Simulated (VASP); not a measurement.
# RuS2 (Pa-3) in VASP: notebook, part 2 of 2

VASP 6.6.1. Earlier steps stand in the parts before.

## 4. Single point, PBE (14.42 Å³/atom)

This run uses another cell than the first one, of 14.42 Å³/atom.

The input, INCAR:

```
SYSTEM = RuS2
ALGO = Normal ; EDIFF = 1E-6
ENCUT = 520 ; GGA = PE
ISIF = 2 ; ISMEAR = -1
LASPH = .True. ; LCHARG = .True.
LELF = .True. ; LREAL = .False.
LVHAR = .True. ; LWAVE = .False.
NBANDS = 64 ; NELM = 60
PREC = Accurate ; SIGMA = 0.05
```

The input, KPOINTS:

```
k-points
0
Gamma
  5 5 5
  0 0 0
```

The input, POSCAR:

```
RuS2
1.0
    5.5729438318      0.0000000000      0.0000000000
    0.0000000000      5.5729438318      0.0000000000
    0.0000000000      0.0000000000      5.5729438318
Ru S
4 8
Direct
    0.0000000000      0.5000000000      0.5000000000
    0.5000000000      0.5000000000      0.0000000000
    0.5000000000      0.0000000000      0.5000000000
    0.0000000000      0.0000000000      0.0000000000
    0.3883100000      0.1116900000      0.8883100000
    0.1116900000      0.8883100000      0.3883100000
    0.8883100000      0.3883100000      0.1116900000
    0.6116900000      0.6116900000      0.6116900000
    0.6116900000      0.8883100000      0.1116900000
    0.8883100000      0.1116900000      0.6116900000
    0.1116900000      0.6116900000      0.8883100000
    0.3883100000      0.3883100000      0.3883100000
```

Potentials or basis: VASP PAW PBE potentials, release 64 (Ru_pv, S).

Command:

```console
$ cat potpaw_PBE.64/Ru_pv/POTCAR potpaw_PBE.64/S/POTCAR > POTCAR
$ mpirun -np 1 vasp_std > vasp.out
```

OUTCAR:

```text
SYSTEM = RuS2
   EDIFF = 1E-6
   ENCUT = 520
   GGA = PE
   ISIF = 2
   ISMEAR = -1
   LASPH = .True.
   LREAL = .False.
   NELM = 60
   PREC = Accurate

 ion  position               nearest neighbor table
   1  0.000  0.500  0.500-   6 2.34   8 2.34  10 2.34  12 2.34  11 2.34   7 2.34
   2  0.500  0.500  0.000-   5 2.34   7 2.34   9 2.34  11 2.34   8 2.34  12 2.34
   3  0.500  0.000  0.500-   6 2.34   8 2.34  10 2.34  12 2.34   5 2.34   9 2.34
   4  0.000  0.000  0.000-   5 2.34   7 2.34   9 2.34  11 2.34  10 2.34   6 2.34
   5  0.388  0.112  0.888-   9 2.16   4 2.34   2 2.34   3 2.34
   6  0.112  0.888  0.388-  10 2.16   3 2.34   1 2.34   4 2.34
   7  0.888  0.388  0.112-  11 2.16   4 2.34   2 2.34   1 2.34
   8  0.612  0.612  0.612-  12 2.16   3 2.34   1 2.34   2 2.34
   9  0.612  0.888  0.112-   5 2.16   4 2.34   2 2.34   3 2.34
  10  0.888  0.112  0.612-   6 2.16   3 2.34   1 2.34   4 2.34
  11  0.112  0.612  0.888-   7 2.16   4 2.34   2 2.34   1 2.34
  12  0.388  0.388  0.388-   8 2.16   3 2.34   1 2.34   2 2.34

  LATTYP: Found a simple cubic cell.
 ALAT       =     5.5729438318
[... 203 lines left out ...]
      6     -32.6536      2.00000
[... 726 lines left out ...]
     63      13.2161      0.00000
     64      13.2161      0.00000

------------------------ aborting loop because EDIFF is reached ----------------------------------------

  FORCE on cell =-STRESS in cart. coord.  units (eV):
  Direction    XX          YY          ZZ          XY          YZ          ZX
  --------------------------------------------------------------------------------------
  -------------------------------------------------------------------------------------
  Total        8.0285475      8.0285475      8.0285475      0.0000000      0.0000000      0.0000000
  in kB       74.3179238     74.3179238     74.3179238      0.0000000      0.0000000      0.0000000
  external PRESSURE =      74.3179238 kB  Pullay stress =       0.0000000 kB

 VOLUME and BASIS-vectors are now :
 -----------------------------------------------------------------------------
  energy-cutoff  :      520.00
  volume of cell :      173.08
      direct lattice vectors                 reciprocal lattice vectors
     5.572943832  0.000000000  0.000000000     0.179438378  0.000000000  0.000000000
     0.000000000  5.572943832  0.000000000     0.000000000  0.179438378  0.000000000
     0.000000000  0.000000000  5.572943832     0.000000000  0.000000000  0.179438378

 POSITION                                       TOTAL-FORCE (eV/Angst)
 -----------------------------------------------------------------------------------
      0.00000      2.78647      2.78647        -0.000000      0.000000     -0.000000
      2.78647      2.78647      0.00000        -0.000000      0.000000     -0.000000
      2.78647      0.00000      2.78647        -0.000000      0.000000     -0.000000
      0.00000      0.00000      0.00000        -0.000000      0.000000     -0.000000
      2.16403      0.62244      4.95050        -0.123838      0.123838     -0.123838
      0.62244      4.95050      2.16403         0.123838     -0.123838     -0.123838
      4.95050      2.16403      0.62244        -0.123838     -0.123838      0.123838
      3.40891      3.40891      3.40891         0.123838      0.123838      0.123838
      3.40891      4.95050      0.62244         0.123838     -0.123838      0.123838
      4.95050      0.62244      3.40891        -0.123838      0.123838      0.123838
      0.62244      3.40891      4.95050         0.123838      0.123838     -0.123838
      2.16403      2.16403      2.16403        -0.123838     -0.123838     -0.123838
 -----------------------------------------------------------------------------------
    total drift:                                0.000000     -0.000000     -0.000000

  FREE ENERGIE OF THE ION-ELECTRON SYSTEM (eV)
  ---------------------------------------------------
  free  energy   TOTEN  =       -76.4325497310 eV

  energy  without entropy=      -76.4324951327  energy(sigma->0) =      -76.43252243
```

OSZICAR:

```text
N       E                     dE             d eps       ncg     rms          rms(c)
DAV:   1     0.101629602187E+04    0.10163E+04   -0.56606E+04  1520   0.160E+03
DAV:   2    -0.218144296467E+01   -0.10185E+04   -0.98158E+03  1536   0.428E+02
DAV:   3    -0.761788232807E+02   -0.73997E+02   -0.72207E+02  1768   0.104E+02
DAV:   4    -0.781979737719E+02   -0.20192E+01   -0.20078E+01  1648   0.169E+01
DAV:   5    -0.782389079201E+02   -0.40934E-01   -0.40886E-01  1736   0.252E+00    0.397E+01
DAV:   6    -0.770806398327E+02    0.11583E+01   -0.10644E+01  1520   0.178E+01    0.175E+01
DAV:   7    -0.767614553803E+02    0.31918E+00   -0.50218E+00  1520   0.131E+01    0.136E+01
DAV:   8    -0.764336745810E+02    0.32778E+00   -0.10714E+00  1480   0.618E+00    0.673E-01
DAV:   9    -0.764326197003E+02    0.10549E-02   -0.74713E-02  1600   0.107E+00    0.366E-01
DAV:  10    -0.764324036601E+02    0.21604E-03   -0.58720E-03  1560   0.382E-01    0.186E-01
DAV:  11    -0.764325318552E+02   -0.12820E-03   -0.81531E-04  1544   0.133E-01    0.758E-02
DAV:  12    -0.764325506518E+02   -0.18797E-04   -0.22028E-04  1512   0.766E-02    0.518E-02
DAV:  13    -0.764325515644E+02   -0.91263E-06   -0.13037E-05  1648   0.196E-02    0.262E-02
DAV:  14    -0.764325502487E+02    0.13157E-05   -0.64757E-06  1184   0.135E-02    0.708E-03
DAV:  15    -0.764325497310E+02    0.51764E-06   -0.47061E-07   704   0.335E-03
   1 F= -.76432550E+02 E0= -.76432522E+02  d E =-.545984E-04
```

stdout:

```text
POSCAR found type information on POSCAR RuS
 POSCAR found :  2 types and      12 ions
 scaLAPACK will be used
 LDA part: xc-table for (Slater+PW92), standard interpolation
 POSCAR, INCAR and KPOINTS ok, starting setup
 FFT: planning ... GRIDC
 FFT: planning ... GRID_SOFT
 FFT: planning ... GRID
 WAVECAR not read
 entering main loop
```

Wall time 66 s (1 thread of AMD EPYC 9R45 (Zen 5), shared host); peak memory 0.26 GiB.

Results:

```yaml
Free_energy: -76.4325 eV
Pressure: 7.4 GPa
Largest_force: 0.214 eV/Å
Band_gap_on_the_k_mesh: 0.74 eV (least direct gap 0.97 eV)
```

Forces on the atoms (eV/Å):
```
Ru   0.000  0.000  0.000
Ru   0.000  0.000  0.000
Ru   0.000  0.000  0.000
Ru   0.000  0.000  0.000
S   -0.124  0.124 -0.124
S    0.124 -0.124 -0.124
S   -0.124 -0.124  0.124
S    0.124  0.124  0.124
S    0.124 -0.124  0.124
S   -0.124  0.124  0.124
S    0.124  0.124 -0.124
S   -0.124 -0.124 -0.124
```

Levels at points of the mesh, in eV from the valence-band top:
| k point | band 48 | band 49 | band 50 | band 51 | band 52 | band 53 | band 54 | band 55 | band 56 | band 57 |
| --- | --- | --- | --- | --- | --- | --- | --- | --- | --- | --- |
| (0.00, 0.00, 0.00) | -0.65 | -0.55 | -0.55 | -0.55 | -0.23 | 0.74 | 2.73 | 2.73 | 2.73 | 2.84 |

Caveat: the cell stands under pressure; an odd mesh through Γ misses points on the zone boundary, where band edges can lie.

## 5. Single point, PBE

This run uses another cell than the first one, of 14.72 Å³/atom.

The input, INCAR:

```
ALGO     = Normal         # electronic algorithm
EDIFF    = 1E-6           # SCF threshold, eV
ENCUT    = 520            # plane-wave cutoff, eV
GGA      = PE             # functional
ISIF     = 2              # what is computed and relaxed
ISMEAR   = -1             # smearing method
LASPH    = True           # aspherical terms in the spheres
LCHARG   = True           # write CHGCAR
LELF     = True           # ELF
LREAL    = False          # projectors in reciprocal space
LVHAR    = True         
LWAVE    = False          # write WAVECAR
NBANDS   = 64             # bands
NELM     = 80             # most SCF steps
PREC     = Accurate       # precision mode
SIGMA    = 0.05           # smearing width, eV
```

The input, KPOINTS:

```
k-points
0
Gamma
  5 5 5
```

Edit POSCAR of step 4 so:

```diff
@@ -2,5 +2,5 @@
 1.0
-    5.5729438318      0.0000000000      0.0000000000
-    0.0000000000      5.5729438318      0.0000000000
-    0.0000000000      0.0000000000      5.5729438318
+    5.6106000000      0.0000000000      0.0000000000
+    0.0000000000      5.6106000000      0.0000000000
+    0.0000000000      0.0000000000      5.6106000000
 Ru S
```

Command:

```console
$ cat potpaw_PBE.64/Ru_pv/POTCAR potpaw_PBE.64/S/POTCAR > POTCAR
$ mpirun -np 1 vasp_std > vasp.out
```

It took 65 s on 1 thread of AMD EPYC 9R45 (Zen 5), shared host; peak memory 0.26 GiB.

Results (log left out):

| Item | Value |
| --- | --- |
| Free energy | -76.5532 eV |
| Pressure | 3.4 GPa |
| Largest force | 0.209 eV/Å |
| Band gap on the k mesh | 0.74 eV (least direct gap 0.96 eV) |

Forces in eV/Å, atoms in the order of the input:
```
Ru   0.000  0.000  0.000
Ru   0.000  0.000  0.000
Ru   0.000  0.000  0.000
Ru   0.000  0.000  0.000
S   -0.121  0.121 -0.121
S    0.121 -0.121 -0.121
S   -0.121 -0.121  0.121
S    0.121  0.121  0.121
S    0.121 -0.121  0.121
S   -0.121  0.121  0.121
S    0.121  0.121 -0.121
S   -0.121 -0.121 -0.121
```

Levels at points of the mesh, in eV from the valence-band top:
| k point | band 49 | band 50 | band 51 | band 52 | band 53 | band 54 | band 55 | band 56 |
| --- | --- | --- | --- | --- | --- | --- | --- | --- |
| (0.00, 0.00, 0.00) | -0.53 | -0.53 | -0.53 | -0.22 | 0.74 | 2.61 | 2.61 | 2.61 |

Caveat: the cell stands under pressure; an odd mesh through Γ misses points on the zone boundary, where band edges can lie.

## 6. Single point, PBE (14.72 Å³/atom)

This run uses another cell than the first one, of 14.72 Å³/atom.

The input, INCAR:

```
SYSTEM = RuS2
ALGO = Normal
EDIFF = 1E-7
ENCUT = 520
GGA = PE
ISIF = 2
ISMEAR = -1
LASPH = .TRUE.
LCHARG = .FALSE.
LREAL = .FALSE.
LWAVE = .FALSE.
NBANDS = 64
NELM = 80
PREC = Accurate
SIGMA = 0.05
```

The input, KPOINTS:

```
k-points
0
G
  5 5 5
  0 0 0
```

POSCAR is that of step 5.

Potentials or basis: VASP PAW PBE potentials, release 64 (Ru_pv, S).

Command:

```console
$ cat potpaw_PBE.64/Ru_pv/POTCAR potpaw_PBE.64/S/POTCAR > POTCAR
$ mpirun -np 1 vasp_std > vasp.out
```

OUTCAR:

```text
SYSTEM = RuS2
   EDIFF = 1E-7
   ENCUT = 520
   GGA = PE
   ISIF = 2
   ISMEAR = -1
   LASPH = .TRUE.
   LREAL = .FALSE.
   NELM = 80
   PREC = Accurate

 ion  position               nearest neighbor table
   1  0.000  0.500  0.500-   6 2.35   7 2.35   8 2.35  10 2.35  11 2.35  12 2.35
   2  0.500  0.500  0.000-   5 2.35   7 2.35   8 2.35   9 2.35  11 2.35  12 2.35
   3  0.500  0.000  0.500-   5 2.35   6 2.35   8 2.35   9 2.35  10 2.35  12 2.35
   4  0.000  0.000  0.000-   5 2.35   6 2.35   7 2.35   9 2.35  10 2.35  11 2.35
   5  0.388  0.112  0.888-   9 2.17   3 2.35   4 2.35   2 2.35
[... 955 lines left out ...]
  energy-cutoff  :      520.00
  volume of cell :      176.62
      direct lattice vectors                 reciprocal lattice vectors
     5.610600000  0.000000000  0.000000000     0.178234057  0.000000000  0.000000000
     0.000000000  5.610600000  0.000000000     0.000000000  0.178234057  0.000000000
     0.000000000  0.000000000  5.610600000     0.000000000  0.000000000  0.178234057

 POSITION                                       TOTAL-FORCE (eV/Angst)
 -----------------------------------------------------------------------------------
      0.00000      2.80530      2.80530         0.000000      0.000000      0.000000
      2.80530      2.80530      0.00000         0.000000      0.000000      0.000000
      2.80530      0.00000      2.80530         0.000000      0.000000      0.000000
      0.00000      0.00000      0.00000         0.000000      0.000000      0.000000
      2.17865      0.62665      4.98395        -0.120595      0.120595     -0.120595
      0.62665      4.98395      2.17865         0.120595     -0.120595     -0.120595
      4.98395      2.17865      0.62665        -0.120595     -0.120595      0.120595
      3.43195      3.43195      3.43195         0.120595      0.120595      0.120595
      3.43195      4.98395      0.62665         0.120595     -0.120595      0.120595
      4.98395      0.62665      3.43195        -0.120595      0.120595      0.120595
      0.62665      3.43195      4.98395         0.120595      0.120595     -0.120595
      2.17865      2.17865      2.17865        -0.120595     -0.120595     -0.120595
 -----------------------------------------------------------------------------------
    total drift:                                0.000000     -0.000000     -0.000000

  FREE ENERGIE OF THE ION-ELECTRON SYSTEM (eV)
  ---------------------------------------------------
  free  energy   TOTEN  =       -76.5532060725 eV

  energy  without entropy=      -76.5531553150  energy(sigma->0) =      -76.55318069
```

OSZICAR:

```text
N       E                     dE             d eps       ncg     rms          rms(c)
DAV:   1     0.101176223741E+04    0.10118E+04   -0.56493E+04  1536   0.160E+03
DAV:   2    -0.467348983738E+01   -0.10164E+04   -0.98197E+03  1560   0.427E+02
DAV:   3    -0.763459533288E+02   -0.71672E+02   -0.69785E+02  1760   0.102E+02
DAV:   4    -0.783309284660E+02   -0.19850E+01   -0.19705E+01  1592   0.166E+01
DAV:   5    -0.783728372360E+02   -0.41909E-01   -0.41880E-01  1720   0.252E+00    0.379E+01
DAV:   6    -0.772436942313E+02    0.11291E+01   -0.11019E+01  1512   0.181E+01    0.167E+01
DAV:   7    -0.768748686915E+02    0.36883E+00   -0.51305E+00  1512   0.132E+01    0.133E+01
DAV:   8    -0.765551278859E+02    0.31974E+00   -0.10687E+00  1456   0.609E+00    0.714E-01
DAV:   9    -0.765532347140E+02    0.18932E-02   -0.72760E-02  1584   0.106E+00    0.379E-01
DAV:  10    -0.765530726253E+02    0.16209E-03   -0.62270E-03  1568   0.390E-01    0.190E-01
DAV:  11    -0.765531852316E+02   -0.11261E-03   -0.90765E-04  1560   0.142E-01    0.730E-02
DAV:  12    -0.765532105409E+02   -0.25309E-04   -0.24566E-04  1512   0.807E-02    0.548E-02
DAV:  13    -0.765532081386E+02    0.24023E-05   -0.17401E-05  1560   0.247E-02    0.235E-02
DAV:  14    -0.765532067331E+02    0.14055E-05   -0.55356E-06  1584   0.116E-02    0.652E-03
DAV:  15    -0.765532061257E+02    0.60740E-06   -0.37001E-07  1352   0.267E-03    0.335E-03
DAV:  16    -0.765532060725E+02    0.53225E-07   -0.60459E-08   704   0.105E-03
   1 F= -.76553206E+02 E0= -.76553181E+02  d E =-.507575E-04
```

stdout:

```text
POSCAR found type information on POSCAR RuS
 POSCAR found :  2 types and      12 ions
 scaLAPACK will be used
 LDA part: xc-table for (Slater+PW92), standard interpolation
 POSCAR, INCAR and KPOINTS ok, starting setup
 FFT: planning ... GRIDC
 FFT: planning ... GRID_SOFT
 FFT: planning ... GRID
 WAVECAR not read
 entering main loop
```

It took 71 s on 1 thread of AMD EPYC 9R45 (Zen 5), shared host; peak memory 0.26 GiB.

What came out:

- Free energy: -76.5532 eV
- Pressure: 3.4 GPa
- Largest force: 0.209 eV/Å
- Band gap on the k mesh: 0.74 eV (least direct gap 0.96 eV)

Forces on the atoms (eV/Å):
```
Ru   0.000  0.000  0.000
Ru   0.000  0.000  0.000
Ru   0.000  0.000  0.000
Ru   0.000  0.000  0.000
S   -0.121  0.121 -0.121
S    0.121 -0.121 -0.121
S   -0.121 -0.121  0.121
S    0.121  0.121  0.121
S    0.121 -0.121  0.121
S   -0.121  0.121  0.121
S    0.121  0.121 -0.121
S   -0.121 -0.121 -0.121
```

Caveat: the cell stands under pressure; an odd mesh through Γ misses points on the zone boundary, where band edges can lie.

## 7. Single point, PBE (15.01 Å³/atom)

This run uses another cell than the first one, of 15.01 Å³/atom.

The input, INCAR:

```
PREC = Accurate
ENCUT = 520
EDIFF = 1E-7
ISMEAR = -1
SIGMA = 0.05
LREAL = False
LASPH = True
NELM = 100
ALGO = Normal
ISIF = 2
LWAVE = False
LCHARG = False
GGA = PE
NBANDS = 64
```

The input, KPOINTS:

```
Automatic mesh
0
Gamma
  5 5 5
```

Edit POSCAR of step 6 so:

```diff
@@ -2,5 +2,5 @@
 1.0
-    5.6106000000      0.0000000000      0.0000000000
-    0.0000000000      5.6106000000      0.0000000000
-    0.0000000000      0.0000000000      5.6106000000
+    5.6477573743      0.0000000000      0.0000000000
+    0.0000000000      5.6477573743      0.0000000000
+    0.0000000000      0.0000000000      5.6477573743
 Ru S
```

Command:

```console
$ cat potpaw_PBE.64/Ru_pv/POTCAR potpaw_PBE.64/S/POTCAR > POTCAR
$ mpirun -np 1 vasp_std > vasp.out
```

It took 73 s on 1 thread of AMD EPYC 9R45 (Zen 5), shared host; peak memory 0.26 GiB.

It converged, with:

* Free energy: -76.5904 eV
* Pressure: -0.2 GPa
* Largest force: 0.202 eV/Å
* Band gap on the k mesh: 0.75 eV (least direct gap 0.96 eV)

Forces in eV/Å, atoms in the order of the input:
```
Ru   0.000  0.000  0.000
Ru   0.000  0.000  0.000
Ru   0.000  0.000  0.000
Ru   0.000  0.000  0.000
S   -0.117  0.117 -0.117
S    0.117 -0.117 -0.117
S   -0.117 -0.117  0.117
S    0.117  0.117  0.117
S    0.117 -0.117  0.117
S   -0.117  0.117  0.117
S    0.117  0.117 -0.117
S   -0.117 -0.117 -0.117
```

Levels at points of the mesh, in eV from the valence-band top:
| k point | band 50 | band 51 | band 52 | band 53 | band 54 | band 55 |
| --- | --- | --- | --- | --- | --- | --- |
| (0.00, 0.00, 0.00) | -0.52 | -0.52 | -0.21 | 0.75 | 2.50 | 2.50 |

Caveat: an odd mesh through Γ misses points on the zone boundary, where band edges can lie.

## 8. Overview

| cell | gap on the mesh (eV) | pressure (GPa) | largest force (eV/Å) |
| --- | --- | --- | --- |
| a = 5.496 Å, 12 atoms | 0.72 | 17.0 | 0.22 |
| a = 5.535 Å, 12 atoms | 0.73 | 11.9 | 0.22 |
| a = 5.573 Å, 12 atoms | 0.74 | 7.4 | 0.21 |
| a = 5.611 Å, 12 atoms | 0.74 | 3.4 | 0.21 |
| a = 5.648 Å, 12 atoms | 0.75 | -0.2 | 0.20 |

Alike in all rows: task single point; level PBE; potentials or basis VASP PAW PBE potentials, release 64 (Ru_pv, S); no spin polarisation; k mesh 5 × 5 × 5; cutoff (eV) 520; smearing fermi-dirac 0.05 eV.

Caveats: an odd mesh through Γ misses points on the zone boundary, where band edges can lie; the cell stands under pressure (at least some runs).

Total energies depend on the potentials used, so only differences within one code and one set of settings carry meaning.
